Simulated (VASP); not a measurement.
A run of VASP 6.6.1 is set up as follows.

The input POSCAR:

```
BN
1.0
    1.2342126593      0.7125730110      3.3273486205
   -1.2342126593      0.7125730110      3.3273486205
    0.0000000000     -1.4251460221      3.3273486205
N B
1 1
Direct
    0.6672382000      0.6672382000      0.6672382000
    0.0003288000      0.0003288000      0.0003288000
```

The input INCAR.step1:

```
SYSTEM = BN
PREC = Accurate
ENCUT = 520
EDIFF = 1E-5
ISMEAR = -1
SIGMA = 0.05
LREAL = .FALSE.
LASPH = .TRUE.
NELM = 60
ALGO = Normal
ISIF = 2
LWAVE = .TRUE.
LCHARG = .FALSE.
NBANDS = 11
GGA = PE
```

Contents of INCAR.step2:

```
SYSTEM = BN
PREC = Accurate
ENCUT = 520
EDIFF = 1E-6
ISMEAR = -1
SIGMA = 0.05
LREAL = .FALSE.
LASPH = .TRUE.
NELM = 60
ALGO = Normal
ISIF = 2
LWAVE = .FALSE.
LCHARG = .FALSE.
GGA = PE
LHFCALC = .TRUE.
AEXX = 0.25
PRECFOCK = Normal
NBANDS = 11
ISTART = 1
```

The input KPOINTS:

```
regular mesh
0
G
  6 6 6
  0 0 0
```

Potentials or basis: VASP PAW PBE potentials, release 64 (N, B).

Command:

```bash
$ cat potpaw_PBE.64/N/POTCAR potpaw_PBE.64/B/POTCAR > POTCAR
$ cp INCAR.step1 INCAR
$ mpirun -np 1 vasp_std > vasp.out
$ cp INCAR.step2 INCAR
$ mpirun -np 1 vasp_std > vasp.out
```

Q: Estimate the pressure.

A: 9.5 GPa.

Q: Estimate the band gap on the k mesh.

A: 6.37 eV, indirect (least direct gap 6.98 eV).

Q: Estimate the largest force.

A: 0.004 eV/Å.

Forces on the atoms (eV/Å):
```
N    0.000  0.000 -0.004
B    0.000  0.000  0.004
```

Caveat: the k points lie up to 0.50 Å⁻¹ apart; the PAW data sets were made with another functional, which shifts forces and pressure a little. A k mesh can miss the band edges.
